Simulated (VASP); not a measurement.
Write the native input for VASP 6.6.1 that does the following.

- Task: single point
- Functional: PBE
- Potentials or basis: VASP PAW PBE potentials, release 64 (N)
- Cutoff: 520 eV
- k mesh: 6 × 6 × 2
- Occupations: gaussian, width 0.01 eV
- Spin: no spin polarisation
- Dipole correction: no
- Further INCAR settings: ALGO = Normal; EDIFF = 1e-07; NBANDS = 18

The structure of N lies in POSCAR:

```
N
1.0
    3.5804190885      0.0000000000      0.0000000000
   -1.7902095442      3.1007338868      0.0000000000
    0.0000000000      0.0000000000      7.6415025808
N
4
Direct
    0.3333333333      0.6666666667      0.3215708973
    0.3333333333      0.6666666667      0.1784291027
    0.6666666667      0.3333333333      0.8215708973
    0.6666666667      0.3333333333      0.6784291027
```

The input as run:

INCAR

```
PREC = Accurate
ENCUT = 520
EDIFF = 1E-7
ISMEAR = 0
SIGMA = 0.01
LREAL = F
LASPH = T
NELM = 80
ALGO = Normal
ISIF = 2
LWAVE = F
LCHARG = F
GGA = PE
NBANDS = 18
```

KPOINTS

```
Automatic mesh
0
Gamma
  6 6 2
```

Potentials or basis: VASP PAW PBE potentials, release 64 (N).

Run with:

```bash
$ cat potpaw_PBE.64/N/POTCAR > POTCAR
$ mpirun -np 1 vasp_std > vasp.out
```

It gave:

```yaml
Pressure: 4.9 GPa
Largest_force: 3.130 eV/Å
Band_gap_on_the_k_mesh: 7.03 eV (least direct gap 7.08 eV)
```

Caveat: the standard files for N, O and F lose accuracy on very short bonds; the cell stands under pressure; this functional lacks dispersion, which holds the molecules together, so the pressure and a relaxed volume are unreliable; forces of over 1 eV/Å act on the atoms, so gaps and moduli don't describe the material at rest.

It took 13 s on 1 thread of Intel(R) Xeon(R) Platinum 8488C (Sapphire Rapids) (shared host), peak memory 0.19 GiB.
